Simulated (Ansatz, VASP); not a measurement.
**Two plane-wave programs on Ti**

The input POSCAR:

```
Ti
1.0
    4.5679923465      0.0000000000      0.0000000000
   -2.2839961733      3.9559974164      0.0000000000
    0.0000000000      0.0000000000      2.8258480747
Ti
3
Direct
    1.0000000000      1.0000000000      0.0000000000
    0.3333333333      0.6666666667      0.5000000000
    0.6666666667      0.3333333333      0.5000000000
```

File INCAR.step1:

```
ALGO     = Normal         # electronic algorithm
EDIFF    = 1E-4           # SCF threshold, eV
ENCUT    = 520            # plane-wave cutoff, eV
GGA      = PE             # functional
ISMEAR   = -1             # smearing method
LASPH    = T              # aspherical terms in the spheres
LCHARG   = F              # write CHGCAR
LREAL    = F              # projectors in reciprocal space
LWAVE    = T              # write WAVECAR
NBANDS   = 25             # bands
NELM     = 100            # most SCF steps
PREC     = Accurate       # precision mode
SIGMA    = 0.1            # smearing width, eV
```

File INCAR.step2:

```
ALGO     = Normal         # electronic algorithm
EDIFF    = 1E-6           # SCF threshold, eV
ENCUT    = 520            # plane-wave cutoff, eV
ISIF     = 2              # what is computed and relaxed
ISMEAR   = -1             # smearing method
ISTART   = 1            
LASPH    = T              # aspherical terms in the spheres
LCHARG   = T              # write CHGCAR
LELF     = T              # ELF
LMIXTAU  = T            
LREAL    = F              # projectors in reciprocal space
LVHAR    = T            
LWAVE    = F              # write WAVECAR
METAGGA  = R2SCAN         # meta-GGA
NBANDS   = 25             # bands
NELM     = 100            # most SCF steps
PREC     = Accurate       # precision mode
SIGMA    = 0.1            # smearing width, eV
```

File KPOINTS:

```
k-points
0
Gamma
  9 9 13
```

Input for Ansatz:

```yaml
crystal:
  lattice:
    - [4.5679923465, 0.0, 0.0]
    - [-2.2839961733, 3.9559974164, 0.0]
    - [0.0, 0.0, 2.8258480747]
  atoms:
    - { symbol: Ti, position: [1.0, 1.0, 0.0] }
    - { symbol: Ti, position: [0.3333333333, 0.6666666667, 0.5] }
    - { symbol: Ti, position: [0.6666666667, 0.3333333333, 0.5] }
hamiltonian:
  xc: r2scan
  pseudopotentials:
    kind: paw
    azcp:
      Ti: "pseudopotentials/Ti.paw.azcp"
basis:
  ecutwfc: 500
  fft_grid_basis: typed
kpoints:
  mp_grid: { grid: [9, 9, 13], shift: [0, 0, 0] }
magnetization:
  spin_polarized: false
scf:
  occupations: { method: fermi_dirac, width: 0.1 }
  lower_state_search: "off"
output:
  stress: true
```

Alike in both runs: task single point; functional r2SCAN; k mesh 9 × 9 × 13; occupations fermi-dirac, width 0.1 eV; no spin polarisation.

```csv
,VASP,Ansatz
version,VASP 6.6.1,Ansatz 0.2.0
potentials or method,"VASP PAW PBE potentials, release 64 (Ti_sv), cutoff 520 eV","plane waves (500 eV) with PAW, scalar-relativistic"
valence electrons in the cell,36,36
```

|  | VASP | Ansatz | Ansatz less VASP |
| --- | --- | --- | --- |
| pressure (GPa) | 0.4 | 0.0 | -0.45 |

VASP's potentials were made for PBE, not for r2SCAN. With one functional, cell and mesh, what is left measures potentials, basis and numerics.
